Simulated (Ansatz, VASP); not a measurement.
## TlInF2: VASP beside Ansatz

File INCAR:

```
SYSTEM = TlInF2
  ALGO = Normal
  EDIFF = 1E-7
  ENCUT = 520
  GGA = PE
  ISIF = 2
  ISMEAR = -1
  LASPH = .True.
  LCHARG = .False.
  LREAL = .False.
  LWAVE = .False.
  NBANDS = 50
  NELM = 60
  PREC = Accurate
  SIGMA = 0.1061
```

KPOINTS

```
k-points
0
Gamma
  4 4 4
  0 0 0
```

The input POSCAR:

```
TlInF2
1.0
   -3.6337430000      3.6337430000      3.0720400000
    3.6337430000     -3.6337430000      3.0720400000
    3.6337430000      3.6337430000     -3.0720400000
Tl In F
2 2 4
Direct
    0.2500000000      0.2500000000      0.0000000000
    0.7500000000      0.7500000000      0.0000000000
    0.7500000000      0.2500000000      0.5000000000
    0.2500000000      0.7500000000      0.5000000000
    0.6813000000      0.1813000000      0.8626000000
    0.1813000000      0.3187000000      0.5000000000
    0.3187000000      0.8187000000      0.1374000000
    0.8187000000      0.6813000000      0.5000000000
```

Input for Ansatz:

```yaml
crystal:
  lattice:
    - [-3.633743, 3.633743, 3.07204]
    - [3.633743, -3.633743, 3.07204]
    - [3.633743, 3.633743, -3.07204]
  atoms:
    - { symbol: Tl, position: [0.25, 0.25, 0.0] }
    - { symbol: Tl, position: [0.75, 0.75, 0.0] }
    - { symbol: In, position: [0.75, 0.25, 0.5] }
    - { symbol: In, position: [0.25, 0.75, 0.5] }
    - { symbol: F, position: [0.6813, 0.1813, 0.8626] }
    - { symbol: F, position: [0.1813, 0.3187, 0.5] }
    - { symbol: F, position: [0.3187, 0.8187, 0.1374] }
    - { symbol: F, position: [0.8187, 0.6813, 0.5] }
  symmetry: { tolerance: 0.0003 }
kpoints:
  mp_grid: { grid: [4, 4, 4], shift: [0, 0, 0] }
magnetization:
  spin_polarized: false
scf:
  occupations: { method: fermi_dirac, width: 0.1061 }
hamiltonian:
  pseudopotentials: { kind: paw }
  xc: pbe
basis:
  ecutwfc: 420
output:
  forces: true
  stress: true
  eigenvalues: true
```

Alike in both runs: task single point; functional PBE; k mesh 4 × 4 × 4; occupations fermi-dirac, width 0.1061 eV; no spin polarisation.

|  | VASP | Ansatz |
| --- | --- | --- |
| version | VASP 6.6.1 | Ansatz 0.2.0 |
| potentials or method | VASP PAW PBE potentials, release 64 (Tl_d, In_d, F), cutoff 520 eV | PAW plane waves |
| valence electrons in the cell | 80 | 80 |

Ansatz gave:

- gap on the k mesh at the Fermi level (eV): none
- pressure (GPa): 3.4
- traceless stress, the component that is largest in VASP (GPa): 3.31
- rms of the force components (eV/Å): 0.207

Task: Estimate VASP's values.

Result: gap on the k mesh at the Fermi level (eV): none; pressure (GPa): 3.3; traceless stress, the component that is largest in VASP (GPa): 3.33; rms of the force components (eV/Å): 0.213.

Atom by atom the forces differ by 0.006 eV/Å (rms over components). A gap of «none» marks a metal or a gap that the smearing closes.

Neither program's run includes spin-orbit coupling.
